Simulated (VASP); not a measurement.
A run of VASP 6.6.1 is set up as follows.

File INCAR:

```
SYSTEM = HfN
PREC = Accurate
ENCUT = 520
EDIFF = 1E-6
ISMEAR = 0
SIGMA = 0.15
LREAL = .False.
LASPH = .True.
NELM = 60
ALGO = Normal
ISIF = 2
LWAVE = .False.
LCHARG = .False.
GGA = PE
NBANDS = 14
```

The input KPOINTS:

```
Automatic mesh
0
Gamma
  26 26 26
  0 0 0
```

The input POSCAR:

```
HfN
1.0
    0.0000000000      2.5524910841      1.8046111964
    2.5524910841      0.0000000000      1.8046111964
    2.5524910841      2.5524910841      0.0000000000
Hf N
1 1
Direct
    0.0000000000      0.0000000000      0.0000000000
    0.5000000000      0.5000000000      0.5000000000
```

Potentials or basis: VASP PAW PBE potentials, release 64 (Hf_pv, N).

Launch:

```console
$ cat potpaw_PBE.64/Hf_pv/POTCAR potpaw_PBE.64/N/POTCAR > POTCAR
$ mpirun -np 1 vasp_std > vasp.out
```

Problem. What does it give for the pressure?

Solution. 88.1 GPa.

Problem. Estimate the band gap on the k mesh.

Solution. Zero (an odd number of electrons rules out a gap without spin polarisation).

Stress tensor (GPa, compression positive):
```
-12.62   0.00   0.00
  0.00 -12.62   0.00
  0.00   0.00 289.44
```

Caveat: the stress differs along the axes, from -13 to 289 GPa; spin-orbit coupling is left out, which moves the levels of the heavy elements; an odd number of electrons without spin polarisation forces a metal; a magnetic or distorted state may lie lower.
